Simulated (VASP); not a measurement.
# Li in VASP: notebook

Runs on Li. Level: PBEsol. Tasks: single point.

Program: VASP 6.6.1. These are calculated values, not measurements. Logs are shortened: lines on timing, memory, paths and dates and some standing lists are left out, and cuts for length are marked.

## 1. The cell of the first run

The cell holds a slab with vacuum, 10 atoms: a = 3.052 Å, b = 4.999 Å, c = 26.453 Å, α = 90.00°, β = 90.00°, γ = 90.00°.

## 2. Single point, PBEsol

The input, INCAR:

```
PREC     = Accurate       # precision mode
ENCUT    = 520            # plane-wave cutoff, eV
EDIFF    = 1E-6           # SCF threshold, eV
ISMEAR   = 0              # smearing method
SIGMA    = 0.1            # smearing width, eV
LREAL    = False          # projectors in reciprocal space
LASPH    = True           # aspherical terms in the spheres
NELM     = 100            # most SCF steps
ALGO     = Normal         # electronic algorithm
ISIF     = 2              # what is computed and relaxed
LWAVE    = False          # write WAVECAR
LCHARG   = False          # write CHGCAR
LDIPOL   = True         
IDIPOL   = 3            
DIPOL    = 0.5 0.5 0.500
GGA      = PS             # functional
NBANDS   = 26             # bands
```

The input, KPOINTS:

```
regular mesh
0
Gamma
  11 7 1
```

The input, POSCAR:

```
Li
1.0
    3.0518541436      0.0000000000      0.0000000000
    0.0000000000      4.9991346439      0.0000000000
    0.0000000000      0.0000000000     26.4529272737
Li
10
Direct
    0.0000000000      0.7500000000      0.2835224972
    0.5000000000      0.2500000000      0.3168267284
    0.5000000000      0.7500000000      0.3834351908
    0.0000000000      0.2500000000      0.4167394220
    0.0000000000      0.7500000000      0.4833478844
    0.5000000000      0.2500000000      0.5166521156
    0.5000000000      0.7500000000      0.5832605780
    0.0000000000      0.2500000000      0.6165648092
    0.0000000000      0.7500000000      0.6831732716
    0.5000000000      0.2500000000      0.7164775028
```

Potentials or basis: VASP PAW PBE potentials, release 64 (Li_sv).

The run is started by

```
$ cat potpaw_PBE.64/Li_sv/POTCAR > POTCAR
$ mpirun -np 1 vasp_std > vasp.out
```

OUTCAR:

```text
PREC = Accurate
   ENCUT = 520
   EDIFF = 1E-6
   ISMEAR = 0
   LREAL = False
   LASPH = True
   NELM = 100
   ISIF = 2
   GGA = PS

 ion  position               nearest neighbor table
   1  0.000  0.750  0.284-
   2  0.500  0.250  0.317-
   3  0.500  0.750  0.383-
   4  0.000  0.250  0.417-
   5  0.000  0.750  0.483-
   6  0.500  0.250  0.517-
   7  0.500  0.750  0.583-
   8  0.000  0.250  0.617-
   9  0.000  0.750  0.683-
  10  0.500  0.250  0.716-

  LATTYP: Found a simple orthorhombic cell.
 ALAT       =     3.0518541436
 B/A-ratio  =     1.6380647333
 C/A-ratio  =     8.6678216025

  Lattice vectors:

 A1 = (   3.0518541436,   0.0000000000,   0.0000000000)
 A2 = (   0.0000000000,   4.9991346439,   0.0000000000)
 A3 = (   0.0000000000,   0.0000000000,  26.4529272737)

Analysis of symmetry for initial positions (statically):
=====================================================================
 Subroutine PRICEL returns:
 Original cell was already a primitive cell.

 Routine SETGRP: Setting up the symmetry group for a
 simple orthorhombic supercell.

 Subroutine GETGRP returns: Found  8 space group operations
 (whereof  2 operations were pure point group operations)
 out of a pool of  8 trial point group operations.

The static configuration has the point symmetry C_1h.
 The point group associated with its full space group is D_2h.

Analysis of symmetry for dynamics (positions and initial velocities):
=====================================================================
 Subroutine PRICEL returns:
 Original cell was already a primitive cell.

 Routine SETGRP: Setting up the symmetry group for a
 simple orthorhombic supercell.

 Subroutine GETGRP returns: Found  8 space group operations
 (whereof  2 operations were pure point group operations)
 out of a pool of  8 trial point group operations.

The dynamic configuration has the point symmetry C_1h.
 The point group associated with its full space group is D_2h.

 Subroutine INISYM returns: Found  8 space group operations
 (whereof  2 operations are pure point group operations),
 and found     1 'primitive' translations

----------------------------------------------------------------------------------------

                                     Primitive cell

  volume of cell :     403.5825

  direct lattice vectors                    reciprocal lattice vectors
     3.051854144  0.000000000  0.000000000     0.327669657  0.000000000  0.000000000
     0.000000000  4.999134644  0.000000000     0.000000000  0.200034620  0.000000000
     0.000000000  0.000000000 26.452927274     0.000000000  0.000000000  0.037803000

  length of vectors
     3.051854144  4.999134644 26.452927274     0.327669657  0.200034620  0.037803000

  position of ions in fractional coordinates (direct lattice)
     0.000000000  0.750000000  0.283522497
     0.500000000  0.250000000  0.316826728
     0.500000000  0.750000000  0.383435191
     0.000000000  0.250000000  0.416739422
     0.000000000  0.750000000  0.483347884
     0.500000000  0.250000000  0.516652116
     0.500000000  0.750000000  0.583260578
     0.000000000  0.250000000  0.616564809
     0.000000000  0.750000000  0.683173272
     0.500000000  0.250000000  0.716477503

  ion indices of the primitive-cell ions
   primitive index   ion index
                 1           1
                 2           2
                 3           3
                 4           4
                 5           5
                 6           6
                 7           7
                 8           8
                 9           9
                10          10

----------------------------------------------------------------------------------------

 KPOINTS: regular mesh

Automatic generation of k-mesh.
 Grid dimensions read from file:
 generate k-points for:   11    7    1

 Generating k-lattice:

  Cartesian coordinates                     Fractional coordinates (reciprocal lattice)
     0.029788151  0.000000000  0.000000000     0.090909091  0.000000000  0.000000000
     0.000000000  0.028576374  0.000000000     0.000000000  0.142857143  0.000000000
     0.000000000  0.000000000  0.037803000     0.000000000  0.000000000  1.000000000

  Length of vectors
     0.029788151  0.028576374  0.037803000

  Shift w.r.t. Gamma in fractional coordinates (k-lattice)
     0.000000000  0.000000000  0.000000000

 Subroutine IBZKPT returns following result:
 ===========================================

 Found     24 irreducible k-points:

 Following reciprocal coordinates:
            Coordinates               Weight
  0.000000  0.000000  0.000000      1.000000
  0.090909  0.000000  0.000000      2.000000
  0.181818  0.000000  0.000000      2.000000
  0.272727  0.000000  0.000000      2.000000
  0.363636  0.000000  0.000000      2.000000
  0.454545  0.000000  0.000000      2.000000
[... 16 lines left out ...]
  0.363636  0.428571  0.000000      4.000000
  0.454545  0.428571  0.000000      4.000000
   k-points           NKPTS =     24   k-points in BZ     NKDIM =     24   number of bands    NBANDS=     26
   number of dos      NEDOS =    301   number of ions     NIONS =     10
   total plane-waves  NPLWV = 192000
   dimension x,y,z NGX =    24 NGY =   40 NGZ =  200
   dimension x,y,z NGXF=    48 NGYF=   80 NGZF=  400
   ions per type =              10
   NGX,Y,Z   is equivalent  to a cutoff of  13.07, 13.30, 12.57 a.u.
   NGXF,Y,Z  is equivalent  to a cutoff of  26.15, 26.60, 25.14 a.u.
 SYSTEM =  unknown system
   PREC   = accura    normal or accurate (medium, high low for compatibility)
   ISTART =      0    job   : 0-new  1-cont  2-samecut
   ICHARG =      2    charge: 1-file 2-atom 10-const
   ISPIN  =      1    spin polarized calculation?
   LNONCOLLINEAR =      F non collinear calculations
   LSORBIT =      F    spin-orbit coupling
   LASPH  =      T    aspherical Exc in radial PAW
   ENCUT  =  520.0 eV  38.22 Ry    6.18 a.u.   5.67  9.30 49.18*2*pi/ulx,y,z
   NELM   =    100;   NELMIN=  2; NELMDL= -5     # of ELM steps
   EDIFF  = 0.1E-05   stopping-criterion for ELM
   LREAL  =      F    real-space projection
   EDIFFG = 0.1E-04   stopping-criterion for IOM
   NSW    =      0    number of steps for IOM
   IBRION =     -1    ionic relax: 0-MD 1-quasi-New 2-CG
   NFREE  =      0    steps in history (QN), initial steepest desc. (CG)
   ISIF   =      2    stress and relaxation
   ISYM   =      2    0-nonsym 1-usesym 2-fastsym
   POTIM  = 0.5000    time-step for ionic-motion
   TEBEG  =    0.0;   TEEND  =   0.0 temperature during run
   PSTRESS=    0.0 pullay stress
   NELECT =      30.0000    total number of electrons
   NUPDOWN=      -1.0000    fix difference up-down
   EMIN   =  10.00;   EMAX   =-10.00  energy-range for DOS
   EFERMI =   0.00;   METHOD = LEGACY
   ISMEAR =     0;   SIGMA  =   0.10  broadening in eV -4-tet -1-fermi 0-gaus
   EFERMI_NEDOS =   21; number of points for ismear=-14 and -15
   IALGO  =     38    algorithm
   IMIX   =      4    mixing-type and parameters
     AMIX     =   0.40;   BMIX     =  1.00
     AMIX_MAG =   1.60;   BMIX_MAG =  1.00
  volume/ion in A,a.u.               =      40.36       272.35
  Fermi-wavevector in a.u.,A,eV,Ry     =   0.688342  1.300778  6.446646  0.473815
  Thomas-Fermi vector in A             =   1.769115
   LORBIT       =      0    0 simple, 1 ext, 2 COOP (PROOUT), +10 PAW based schemes
   GGA     = PS    functional components
   LHFCALC =     F    Hartree Fock is set to
   AEXX    =    0.0000 exact exchange contribution
   IVDW    =     0    specifies the selected vdW correction
   LEPSILON=     F    determine dielectric tensor
   LRPA    =     F    only Hartree local field effects (RPA)
 non-spin polarized calculation
 Gauss-broadening in eV      SIGMA  =   0.10
  energy-cutoff  :      520.00
  volume of cell :      403.58
 maximum number of plane-waves:     10911
 NGX is ok and might be reduce to    24
   NGX = 11   NGY = 19   NGZ = 99

 dipolmoment           0.000000      0.000000      0.000000 electrons x Angstroem

 number of electron      30.0000080 magnetization

 dipolmoment           0.000000      0.000000     -0.000000 electrons x Angstroem

 Free energy of the ion-electron system (eV)
  ---------------------------------------------------
  ext. energy  EPLUGINS =         0.00000000
  ---------------------------------------------------
  free energy    TOTEN  =       -18.61391895 eV

  energy without entropy =      -18.58850706  energy(sigma->0) =      -18.60121301

 E-fermi :  -1.2070     XC(G=0):  -4.1667

 val. band max:       -1.2163330618   @ k =   0.0000   0.0000   0.0000
 cond. band min:      -1.2042410609   @ k =   0.0000   0.1429   0.0000
 fundamental gap:      0.0120920009
 Fermi energy:        -1.2070184746

 k-point     1 :       0.0000    0.0000    0.0000
  band No.  band energies     occupation
      1     -47.7699      2.00000
      2     -47.7699      2.00000
      3     -47.3333      2.00000
      4     -47.3333      2.00000
      5     -47.1356      2.00000
      6     -47.1343      2.00000
[... 18 lines left out ...]
     25       1.9053      0.00000
     26       2.1932      0.00000

 k-point     2 :       0.0909    0.0000    0.0000
  band No.  band energies     occupation
      1     -47.7694      2.00000
      2     -47.7693      2.00000
      3     -47.3328      2.00000
      4     -47.3328      2.00000
      5     -47.1349      2.00000
      6     -47.1336      2.00000
[... 18 lines left out ...]
     25       1.9928      0.00000
[... 608 lines left out ...]
     25       2.7633      0.00000
     26       2.9327      0.00000

 k-point    24 :       0.4545    0.4286    0.0000
  band No.  band energies     occupation
      1     -47.7635      2.00000
      2     -47.7635      2.00000
      3     -47.3269      2.00000
      4     -47.3269      2.00000
      5     -47.1260      2.00000
      6     -47.1259      2.00000
[... 18 lines left out ...]
     25       2.6983      0.00000
     26       2.7086      0.00000

------------------------ aborting loop because EDIFF is reached ----------------------------------------

 vacuum level on the upper side and lower side of the slab       (xc-potential included)        -0.177        -0.177

  FORCE on cell =-STRESS in cart. coord.  units (eV):
  Direction    XX          YY          ZZ          XY          YZ          ZX
  --------------------------------------------------------------------------------------
  -------------------------------------------------------------------------------------
  Total        0.1846719     -0.1469046     -0.4378021      0.0000000      0.0000000      0.0000000
  in kB        0.7331267     -0.5831947     -1.7380253      0.0000000      0.0000000      0.0000000
  external PRESSURE =      -0.5293644 kB  Pullay stress =       0.0000000 kB

 VOLUME and BASIS-vectors are now :
 -----------------------------------------------------------------------------
  energy-cutoff  :      520.00
  volume of cell :      403.58
      direct lattice vectors                 reciprocal lattice vectors
     3.051854144  0.000000000  0.000000000     0.327669657  0.000000000  0.000000000
     0.000000000  4.999134644  0.000000000     0.000000000  0.200034620  0.000000000
     0.000000000  0.000000000 26.452927274     0.000000000  0.000000000  0.037803000

 POSITION                                       TOTAL-FORCE (eV/Angst)
 -----------------------------------------------------------------------------------
      0.00000      3.74935      7.50000         0.000000     -0.000000      0.007057
      1.52593      1.24978      8.38099        -0.000000      0.000000      0.068769
      1.52593      3.74935     10.14298         0.000000     -0.000000     -0.103177
      0.00000      1.24978     11.02398         0.000000      0.000000      0.035618
      0.00000      3.74935     12.78597         0.000000      0.000000     -0.014610
      1.52593      1.24978     13.66696         0.000000      0.000000      0.014610
      1.52593      3.74935     15.42895        -0.000000      0.000000     -0.035618
      0.00000      1.24978     16.30994         0.000000     -0.000000      0.103177
      0.00000      3.74935     18.07193         0.000000     -0.000000     -0.068769
      1.52593      1.24978     18.95293        -0.000000     -0.000000     -0.007057
 -----------------------------------------------------------------------------------
    total drift:                                0.000000     -0.000000      0.000000

  FREE ENERGIE OF THE ION-ELECTRON SYSTEM (eV)
  ---------------------------------------------------
  free  energy   TOTEN  =       -18.6139189524 eV

  energy  without entropy=      -18.5885070590  energy(sigma->0) =      -18.60121301

 vacuum level on the upper side and lower side of the slab         1.925         1.925
```

It took 14 min on 1 thread of AMD EPYC 7R13, shared host; peak memory 0.48 GiB.

What came out:

```
Free energy            : -18.6139 eV
Largest force          : 0.103 eV/Å
Band gap on the k mesh : zero (band 15 reaches -0.25 eV, above the bottom of band 16 at -2.26 eV)
```

Forces on the atoms (eV/Å):
```
Li   0.000  0.000  0.007
Li   0.000  0.000  0.069
Li   0.000  0.000 -0.103
Li   0.000  0.000  0.036
Li   0.000  0.000 -0.015
Li   0.000  0.000  0.015
Li   0.000  0.000 -0.036
Li   0.000  0.000  0.103
Li   0.000  0.000 -0.069
Li   0.000  0.000 -0.007
```

Levels at points of the mesh, in eV from the Fermi level:
| k point | band 12 | band 13 | band 14 | band 15 | band 16 | band 17 | band 18 | band 19 |
| --- | --- | --- | --- | --- | --- | --- | --- | --- |
| (0.00, 0.00, 0.00) | -3.12 | -2.50 | -1.64 | -0.63 | -0.01 | 0.08 | 0.51 | 1.28 |

Caveat: the cutoff is under 1.25 times the usual one of these potentials, so pressure, stress and relaxed cells hold a basis-set (Pulay) error; the PAW data sets were made with another functional, which shifts forces and pressure a little.

## 3. Single point, PBEsol

The input, INCAR:

```
SYSTEM = Li
ALGO     = Normal         ! electronic algorithm
DIPOL    = 0.5 0.5 0.500
EDIFF    = 1E-7           ! SCF threshold, eV
ENCUT    = 520            ! plane-wave cutoff, eV
GGA      = PS             ! functional
IDIPOL   = 3            
ISIF     = 2              ! what is computed and relaxed
ISMEAR   = 0              ! smearing method
LASPH    = .True.         ! aspherical terms in the spheres
LCHARG   = .False.        ! write CHGCAR
LDIPOL   = .True.       
LREAL    = .False.        ! projectors in reciprocal space
LWAVE    = .False.        ! write WAVECAR
NBANDS   = 26             ! bands
NELM     = 80             ! most SCF steps
PREC     = Accurate       ! precision mode
SIGMA    = 0.1            ! smearing width, eV
```

The input, KPOINTS:

```
k-points
0
Gamma
  11 7 1
  0 0 0
```

The input, POSCAR:

```
Li
1.0
    3.0518541436      0.0000000000      0.0000000000
    0.0000000000      4.9991346439      0.0000000000
    0.0000000000      0.0000000000     26.4529272737
Li
10
Direct
    0.0000000000      0.7500000000      0.2801736701
    0.5000000000      0.2500000000      0.3194788510
    0.5000000000      0.7500000000      0.3783373852
    0.0000000000      0.2500000000      0.4196931966
    0.0000000000      0.7500000000      0.4799613601
    0.5000000000      0.2500000000      0.5200386410
    0.5000000000      0.7500000000      0.5803068028
    0.0000000000      0.2500000000      0.6216626123
    0.0000000000      0.7500000000      0.6805211486
    0.5000000000      0.2500000000      0.7198263325
```

Potentials or basis: VASP PAW PBE potentials, release 64 (Li_sv).

The run is started by

```
$ cat potpaw_PBE.64/Li_sv/POTCAR > POTCAR
$ mpirun -np 1 vasp_std > vasp.out
```

It took 14 min on 1 thread of AMD EPYC 7R13, shared host; peak memory 0.49 GiB.

It converged, with:

- Free energy: -18.6376 eV
- Largest force: 0.005 eV/Å
- Band gap on the k mesh: zero (band 15 reaches -0.26 eV, above the bottom of band 16 at -2.21 eV)

Forces in eV/Å, atoms in the order of the input:
```
Li   0.000  0.000 -0.005
Li   0.000  0.000 -0.003
Li   0.000  0.000  0.004
Li   0.000  0.000 -0.002
Li   0.000  0.000 -0.003
Li   0.000  0.000  0.003
Li   0.000  0.000  0.002
Li   0.000  0.000 -0.004
Li   0.000  0.000  0.003
Li   0.000  0.000  0.005
```

Levels at points of the mesh, in eV from the Fermi level:
```
           k point  band 13  band 14  band 15  band 16  band 17  band 18
(0.00, 0.00, 0.00)    -2.50    -1.65    -0.68     0.06     0.10     0.52
```

Caveat: the cutoff is under 1.25 times the usual one of these potentials, so pressure, stress and relaxed cells hold a basis-set (Pulay) error; the PAW data sets were made with another functional, which shifts forces and pressure a little.
